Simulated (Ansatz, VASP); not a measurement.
# One calculation of Ir, two programs

```xyz
1
Lattice="0.0000 1.9055 1.9055 1.9055 0.0000 1.9055 1.9055 1.9055 0.0000" Properties=species:S:1:pos:R:3 pbc="T T T"
Ir    0.0000    0.0000    0.0000
```

Alike in both runs: functional LDA; k mesh 18 × 18 × 18; occupations gaussian, width 0.1 eV; no spin polarisation.

Ansatz relaxed the structure, and its values are those at the end. VASP's run is a single point on that final structure, the one shown.

|  | VASP | Ansatz |
| --- | --- | --- |
| version | VASP 6.6.1 | Ansatz 0.2.0 |
| potentials or method | VASP PAW LDA potentials, release 64 (Ir), cutoff 520 eV | scalar-relativistic, plane waves, PAW |
| valence electrons in the cell | 9 | 17 |

Ansatz gave:

| Item | Value |
| --- | --- |
| gap on the k mesh at the Fermi level (eV) | none |
| pressure (GPa) | 0.0 |

**Question.** What did VASP give for the same quantities?

**Answer.** gap on the k mesh at the Fermi level (eV): none; pressure (GPa): 2.6.

LDA's correlation is that of Perdew and Zunger in VASP and of Perdew and Wang (1992) in Ansatz. A gap of «none» marks a metal or a gap that the smearing closes. VASP's potentials hold 9 valence electrons a cell and Ansatz's 17, so a difference there can come from the potentials and not from the codes.

Spin-orbit coupling is off throughout.
